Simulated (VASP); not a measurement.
# Ta (I4mm) in VASP: single point with PBE

Aim: the single point of Ta with PBE.

All numbers are computed with VASP 6.6.1; they aren't measurements. Logs are shortened: lines on timing, memory, paths and dates and some standing lists are left out, and cuts for length are marked.

**1. The cell of the first run**

Symmetry: I4mm, No. 107, tetragonal system. Conventional cell: a = 6.605 Å, b = 6.605 Å, c = 6.605 Å, α = 90.00°, β = 90.00°, γ = 90.00°. Within 3.7 Å of Ta (site symmetry 4mm) lie 14 Ta at 2.83 to 3.36 Å. Within 3.7 Å of Ta (site symmetry m) lie 14 Ta at 2.83 to 3.30 Å. Ta (site symmetry 2mm) has 14 Ta at 2.86 to 3.30 Å within 3.8 Å. Ta (site symmetry 4mm) has 14 Ta at 2.86 to 3.36 Å within 3.8 Å.

**2. Single point, PBE (atom 1 (Ta) moved +0.056 Å along Cartesian [0 0 1])**

The input, INCAR:

```
SYSTEM = Ta
  PREC = Accurate
  ENCUT = 520
  EDIFF = 1E-7
  ISMEAR = 0
  SIGMA = 0.15
  LREAL = .False.
  LASPH = .True.
  NELM = 60
  ALGO = Fast
  ISIF = 2
  LWAVE = .False.
  LCHARG = .False.
  GGA = PE
  NBANDS = 54
```

The input, KPOINTS:

```
Automatic mesh
0
Gamma
  10 10 10
  0 0 0
```

The input, POSCAR:

```
Ta
1.0
   -3.3025600000     -3.3025600000      3.3025600000
   -3.3025600000      3.3025600000     -3.3025600000
    3.3025600000     -3.3025600000     -3.3025600000
Ta
8
Direct
    0.5000000000      0.4914763093      0.4914763093
    0.0000000000      0.5000000000      0.5000000000
    0.5000000000      0.0000000000      0.5000000000
    0.0000000000      0.0000000000      0.5000000000
    0.5000000000      0.5000000000      0.0000000000
    0.0000000000      0.5000000000      0.0000000000
    0.5000000000      0.0000000000      0.0000000000
    0.0000000000      0.0000000000      0.0000000000
```

Potentials or basis: VASP PAW PBE potentials, release 64 (Ta_pv).

The run is started by

```console
$ cat potpaw_PBE.64/Ta_pv/POTCAR > POTCAR
$ mpirun -np 1 vasp_std > vasp.out
```

OUTCAR:

```text
SYSTEM = Ta
   PREC = Accurate
   ENCUT = 520
   EDIFF = 1E-7
   ISMEAR = 0
   LREAL = .False.
   LASPH = .True.
   NELM = 60
   ISIF = 2
   GGA = PE

 ion  position               nearest neighbor table
   1  0.500  0.491  0.491-   2 2.83   3 2.83   5 2.83   8 2.83   3 2.89   5 2.89   2 2.89   8 2.89
                             7 3.25   4 3.30   4 3.30   6 3.30   6 3.30   7 3.36
   2  0.000  0.500  0.500-   1 2.83   6 2.86   7 2.86   6 2.86   4 2.86   4 2.86   7 2.86   1 2.89
                             5 3.30   8 3.30   8 3.30   5 3.30   3 3.30   3 3.30
   3  0.500  0.000  0.500-   1 2.83   4 2.86   6 2.86   7 2.86   7 2.86   4 2.86   6 2.86   1 2.89
                             5 3.30   5 3.30   8 3.30   8 3.30   2 3.30   2 3.30
   4  0.000  0.000  0.500-   2 2.86   3 2.86   5 2.86   8 2.86   8 2.86   2 2.86   3 2.86   5 2.86
                             6 3.30   7 3.30   7 3.30   6 3.30   1 3.30   1 3.30
   5  0.500  0.500  0.000-   1 2.83   4 2.86   6 2.86   7 2.86   7 2.86   6 2.86   4 2.86   1 2.89
                             2 3.30   3 3.30   8 3.30   2 3.30   8 3.30   3 3.30
   6  0.000  0.500  0.000-   2 2.86   3 2.86   5 2.86   8 2.86   2 2.86   8 2.86   5 2.86   3 2.86
                             4 3.30   7 3.30   7 3.30   4 3.30   1 3.30   1 3.30
   7  0.500  0.000  0.000-   2 2.86   3 2.86   5 2.86   8 2.86   3 2.86   5 2.86   8 2.86   2 2.86
                             1 3.25   6 3.30   4 3.30   6 3.30   4 3.30   1 3.36
   8  0.000  0.000  0.000-   1 2.83   4 2.86   6 2.86   7 2.86   4 2.86   6 2.86   7 2.86   1 2.89
                             3 3.30   2 3.30   2 3.30   3 3.30   5 3.30   5 3.30

  LATTYP: Found a body centered cubic cell.
 ALAT       =     6.6051200000

  Lattice vectors:

 A1 = (  -3.3025600000,  -3.3025600000,   3.3025600000)
 A2 = (  -3.3025600000,   3.3025600000,  -3.3025600000)
 A3 = (   3.3025600000,  -3.3025600000,  -3.3025600000)

Analysis of symmetry for initial positions (statically):
=====================================================================
 Subroutine PRICEL returns:
 Original cell was already a primitive cell.

 Routine SETGRP: Setting up the symmetry group for a
 body centered cubic supercell.

 Subroutine GETGRP returns: Found  8 space group operations
 (whereof  2 operations were pure point group operations)
 out of a pool of 48 trial point group operations.

The static configuration has the point symmetry C_1h.
 The point group associated with its full space group is C_4v.

Analysis of symmetry for dynamics (positions and initial velocities):
=====================================================================
 Subroutine PRICEL returns:
 Original cell was already a primitive cell.

 Routine SETGRP: Setting up the symmetry group for a
 body centered cubic supercell.

 Subroutine GETGRP returns: Found  8 space group operations
 (whereof  2 operations were pure point group operations)
 out of a pool of 48 trial point group operations.

The dynamic configuration has the point symmetry C_1h.
 The point group associated with its full space group is C_4v.

 Subroutine INISYM returns: Found  8 space group operations
 (whereof  2 operations are pure point group operations),
 and found     1 'primitive' translations

----------------------------------------------------------------------------------------

                                     Primitive cell

  volume of cell :     144.0828

  direct lattice vectors                    reciprocal lattice vectors
    -3.302560000 -3.302560000  3.302560000    -0.151397704 -0.151397704  0.000000000
    -3.302560000  3.302560000 -3.302560000    -0.151397704  0.000000000 -0.151397704
     3.302560000 -3.302560000 -3.302560000     0.000000000 -0.151397704 -0.151397704

  length of vectors
     5.720201715  5.720201715  5.720201715     0.214108686  0.214108686  0.214108686

  position of ions in fractional coordinates (direct lattice)
     0.500000000  0.491476309  0.491476309
     0.000000000  0.500000000  0.500000000
     0.500000000  0.000000000  0.500000000
     0.000000000  0.000000000  0.500000000
     0.500000000  0.500000000  0.000000000
     0.000000000  0.500000000  0.000000000
     0.500000000  0.000000000  0.000000000
     0.000000000  0.000000000  0.000000000

  ion indices of the primitive-cell ions
   primitive index   ion index
                 1           1
                 2           2
                 3           3
                 4           4
                 5           5
                 6           6
                 7           7
                 8           8

----------------------------------------------------------------------------------------

 KPOINTS: Automatic mesh

Automatic generation of k-mesh.
 Grid dimensions read from file:
 generate k-points for:   10   10   10

 Generating k-lattice:

  Cartesian coordinates                     Fractional coordinates (reciprocal lattice)
    -0.015139770 -0.015139770  0.000000000     0.100000000  0.000000000  0.000000000
    -0.015139770  0.000000000 -0.015139770     0.000000000  0.100000000  0.000000000
     0.000000000 -0.015139770 -0.015139770     0.000000000  0.000000000  0.100000000

  Length of vectors
     0.021410869  0.021410869  0.021410869

  Shift w.r.t. Gamma in fractional coordinates (k-lattice)
     0.000000000  0.000000000  0.000000000

 Subroutine IBZKPT returns following result:
 ===========================================

 Found    102 irreducible k-points:

 Following reciprocal coordinates:
            Coordinates               Weight
  0.000000  0.000000  0.000000      1.000000
  0.100000  0.000000  0.000000      4.000000
  0.000000  0.100000  0.000000      8.000000
  0.200000  0.000000  0.000000      4.000000
  0.000000  0.200000  0.000000      8.000000
  0.300000  0.000000  0.000000      4.000000
[... 16 lines left out ...]
  0.200000  0.200000  0.000000     16.000000
  0.000000  0.200000  0.200000      8.000000
 [... further k-points ...]
   k-points           NKPTS =    102   k-points in BZ     NKDIM =    102   number of bands    NBANDS=     54
   number of dos      NEDOS =    301   number of ions     NIONS =      8
   total plane-waves  NPLWV = 110592
   dimension x,y,z NGX =    48 NGY =   48 NGZ =   48
   dimension x,y,z NGXF=    96 NGYF=   96 NGZF=   96
   ions per type =               8
   NGX,Y,Z   is equivalent  to a cutoff of  13.95, 13.95, 13.95 a.u.
   NGXF,Y,Z  is equivalent  to a cutoff of  27.90, 27.90, 27.90 a.u.
 SYSTEM =  Ta
   PREC   = accura    normal or accurate (medium, high low for compatibility)
   ISTART =      0    job   : 0-new  1-cont  2-samecut
   ICHARG =      2    charge: 1-file 2-atom 10-const
   ISPIN  =      1    spin polarized calculation?
   LNONCOLLINEAR =      F non collinear calculations
   LSORBIT =      F    spin-orbit coupling
   LASPH  =      T    aspherical Exc in radial PAW
   ENCUT  =  520.0 eV  38.22 Ry    6.18 a.u.  10.64 10.64 10.64*2*pi/ulx,y,z
   NELM   =     60;   NELMIN=  2; NELMDL= -5     # of ELM steps
   EDIFF  = 0.1E-06   stopping-criterion for ELM
   LREAL  =      F    real-space projection
   EDIFFG = 0.1E-05   stopping-criterion for IOM
   NSW    =      0    number of steps for IOM
   IBRION =     -1    ionic relax: 0-MD 1-quasi-New 2-CG
   NFREE  =      0    steps in history (QN), initial steepest desc. (CG)
   ISIF   =      2    stress and relaxation
   ISYM   =      2    0-nonsym 1-usesym 2-fastsym
   POTIM  = 0.5000    time-step for ionic-motion
   TEBEG  =    0.0;   TEEND  =   0.0 temperature during run
   PSTRESS=    0.0 pullay stress
   NELECT =      88.0000    total number of electrons
   NUPDOWN=      -1.0000    fix difference up-down
   EMIN   =  10.00;   EMAX   =-10.00  energy-range for DOS
   EFERMI =   0.00;   METHOD = LEGACY
   ISMEAR =     0;   SIGMA  =   0.15  broadening in eV -4-tet -1-fermi 0-gaus
   EFERMI_NEDOS =   21; number of points for ismear=-14 and -15
   IALGO  =     68    algorithm
   IMIX   =      4    mixing-type and parameters
     AMIX     =   0.40;   BMIX     =  1.00
     AMIX_MAG =   1.60;   BMIX_MAG =  1.00
  volume/ion in A,a.u.               =      18.01       121.54
  Fermi-wavevector in a.u.,A,eV,Ry     =   1.388988  2.624806 26.249534  1.929286
  Thomas-Fermi vector in A             =   2.513061
   LORBIT       =      0    0 simple, 1 ext, 2 COOP (PROOUT), +10 PAW based schemes
   GGA     = PE    functional components
   LHFCALC =     F    Hartree Fock is set to
   AEXX    =    0.0000 exact exchange contribution
   IVDW    =     0    specifies the selected vdW correction
   LEPSILON=     F    determine dielectric tensor
   LRPA    =     F    only Hartree local field effects (RPA)
 non-spin polarized calculation
 RMM-DIIS sequential band-by-band and
 Gauss-broadening in eV      SIGMA  =   0.15
  energy-cutoff  :      520.00
  volume of cell :      144.08
 maximum number of plane-waves:      3925
 NGX is ok and might be reduce to    48
   NGX = 21   NGY = 21   NGZ = 21

 number of electron      88.0000015 magnetization

 Free energy of the ion-electron system (eV)
  ---------------------------------------------------
  ext. energy  EPLUGINS =         0.00000000
  ---------------------------------------------------
  free energy    TOTEN  =       -94.52367462 eV

  energy without entropy =      -94.40903521  energy(sigma->0) =      -94.46635491

 E-fermi :   5.4797     XC(G=0): -12.6184

 val. band max:        5.4794527149   @ k =  -0.3000   0.5000   0.1000
 cond. band min:       5.4802665706   @ k =   0.5000   0.5000   0.2000
 fundamental gap:      0.0008138557
 Fermi energy:         5.4796574866

 k-point     1 :       0.0000    0.0000    0.0000
  band No.  band energies     occupation
      1     -28.7625      2.00000
      2     -28.7612      2.00000
      3     -28.7612      2.00000
      4     -28.7590      2.00000
      5     -28.7590      2.00000
      6     -28.7579      2.00000
[... 46 lines left out ...]
     53       9.4532      0.00000
     54       9.4938      0.00000
[... 1309 lines left out ...]
     53       9.0365      0.00000
     54       9.0625      0.00000

 [... further k-points ...]

------------------------ aborting loop because EDIFF is reached ----------------------------------------

  FORCE on cell =-STRESS in cart. coord.  units (eV):
  Direction    XX          YY          ZZ          XY          YZ          ZX
  --------------------------------------------------------------------------------------
  -------------------------------------------------------------------------------------
  Total        2.9799794      2.9799794      2.9536227      0.0000000     -0.0000000     -0.0000000
  in kB       33.1368866     33.1368866     32.8438042      0.0000000     -0.0000000     -0.0000000
  external PRESSURE =      33.0391925 kB  Pullay stress =       0.0000000 kB

 VOLUME and BASIS-vectors are now :
 -----------------------------------------------------------------------------
  energy-cutoff  :      520.00
  volume of cell :      144.08
      direct lattice vectors                 reciprocal lattice vectors
    -3.302560000 -3.302560000  3.302560000    -0.151397704 -0.151397704  0.000000000
    -3.302560000  3.302560000 -3.302560000    -0.151397704  0.000000000 -0.151397704
     3.302560000 -3.302560000 -3.302560000     0.000000000 -0.151397704 -0.151397704

 POSITION                                       TOTAL-FORCE (eV/Angst)
 -----------------------------------------------------------------------------------
     -1.65128     -1.65128     -1.59498        -0.000000      0.000000     -0.594966
      0.00000      0.00000     -3.30256        -0.054314     -0.054314      0.129658
      0.00000     -3.30256      0.00000         0.054314     -0.054314      0.129658
      1.65128     -1.65128     -1.65128        -0.000000      0.000000      0.073180
     -3.30256      0.00000      0.00000        -0.054314      0.054314      0.129658
     -1.65128      1.65128     -1.65128        -0.000000      0.000000      0.073180
     -1.65128     -1.65128      1.65128        -0.000000      0.000000     -0.070025
      0.00000      0.00000      0.00000         0.054314      0.054314      0.129658
 -----------------------------------------------------------------------------------
    total drift:                               -0.000000     -0.000000      0.000090

  FREE ENERGIE OF THE ION-ELECTRON SYSTEM (eV)
  ---------------------------------------------------
  free  energy   TOTEN  =       -94.5236746186 eV

  energy  without entropy=      -94.4090352104  energy(sigma->0) =      -94.46635491
```

It took 20 min on 1 thread of Intel Xeon Platinum 8488C (Sapphire Rapids), shared host; peak memory 0.69 GiB.

What came out:

```
Free energy            : -94.5237 eV
Pressure               : 3.3 GPa
Largest force          : 0.595 eV/Å
Band gap on the k mesh : zero (bands 44 and 45 overlap by 2.50 eV)
```

Forces in eV/Å, atoms in the order of the input:
```
Ta   0.000  0.000 -0.595
Ta  -0.054 -0.054  0.130
Ta   0.054 -0.054  0.130
Ta   0.000  0.000  0.073
Ta  -0.054  0.054  0.130
Ta   0.000  0.000  0.073
Ta   0.000  0.000 -0.070
Ta   0.054  0.054  0.130
```

Caveat: the cell differs from its parent crystal (atom 1 (Ta) moved +0.056 Å along Cartesian [0 0 1]); the cell stands under pressure; spin-orbit coupling is left out, which moves the levels of the heavy elements.
